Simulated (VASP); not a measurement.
Crystal: Si.

```xyz
2
Lattice="-0.0755 2.7283 2.7283 2.7283 -0.0755 2.7283 2.7283 2.7283 -0.0755" Properties=species:S:1:pos:R:3 pbc="T T T"
Si   -0.0086   -0.0086   -0.0086
Si    1.3539    1.3539    1.3539
```

This cell differs from its parent crystal: epitaxial 111 strain +3.0%.

Base run:

| Property | Result |
| --- | --- |
| Program | VASP 6.6.1 |
| Functional | r2SCAN |
| Potentials or basis | VASP PAW PBE potentials, release 64 (Si) |
| Cutoff | 520 eV |
| k mesh | 6 × 6 × 6 |
| Occupations | gaussian, width 0.01 eV |
| Spin | no spin polarisation |

Its results: band gap on the k mesh 0.61 eV (least direct gap 2.37 eV).

Problem. The run is repeated on the same cell with these changes: functional from r2SCAN to HSE06; further incar settings from ALGO = Normal; EDIFF = 1e-08 to ALGO = Normal; EDIFF = 1e-06; NBANDS = 11. What comes out?

Solution. Band gap on the k mesh 0.99 eV (least direct gap 2.93 eV).

Caveats: the gap is small at this level, which inflates the dielectric constant (at least some runs); the cell stands under tension (at least some runs).

A k mesh can miss the band edges.
